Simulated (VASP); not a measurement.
Write the native input for VASP 6.6.1 that does the following.

```
Task                   : single point
Functional             : LDA
Potentials or basis    : VASP PAW LDA potentials, release 64 (Hf_pv, Be)
Cutoff                 : 520 eV
k mesh                 : 8 × 8 × 8
Occupations            : gaussian, width 0.2 eV
Spin                   : no spin polarisation
Dipole correction      : no
Further INCAR settings : ALGO = Normal; EDIFF = 1e-07; NBANDS = 14
```

The structure of HfBe2 lies in POSCAR:

```
HfBe2
1.0
    3.7795013300      0.0000000000      0.0000000000
   -1.8897506700      3.2731441700      0.0000000000
    0.0000000000      0.0000000000      3.1699582000
Hf Be
1 2
Direct
    0.0000000000      0.0000000000      0.0000000000
    0.3333333299      0.6666666687      0.5000000000
    0.6666666685      0.3333333282      0.5000000000
```

The input as run:

INCAR

```
PREC     = Accurate       # precision mode
ENCUT    = 520            # plane-wave cutoff, eV
EDIFF    = 1E-7           # SCF threshold, eV
ISMEAR   = 0              # smearing method
SIGMA    = 0.2            # smearing width, eV
LREAL    = F              # projectors in reciprocal space
LASPH    = T              # aspherical terms in the spheres
NELM     = 80             # most SCF steps
ALGO     = Normal         # electronic algorithm
ISIF     = 2              # what is computed and relaxed
LWAVE    = F              # write WAVECAR
LCHARG   = F              # write CHGCAR
GGA      = CA             # functional
NBANDS   = 14             # bands
```

KPOINTS

```
regular mesh
0
Gamma
  8 8 8
```

Potentials or basis: VASP PAW LDA potentials, release 64 (Hf_pv, Be).

The run is started by

```bash
$ cat potpaw_LDA.64/Hf_pv/POTCAR potpaw_LDA.64/Be/POTCAR > POTCAR
$ mpirun -np 1 vasp_std > vasp.out
```

Results of the run:

- Pressure: -5.7 GPa
- Band gap on the k mesh: zero (band 7 reaches 6.11 eV, above the bottom of band 8 at 3.64 eV)

Caveat: spin-orbit coupling is left out, which moves the levels of the heavy elements.

Wall time 8.5 s on 1 thread of Intel(R) Xeon(R) 6975P-C (Granite Rapids), on a shared host, peak memory 0.14 GiB.
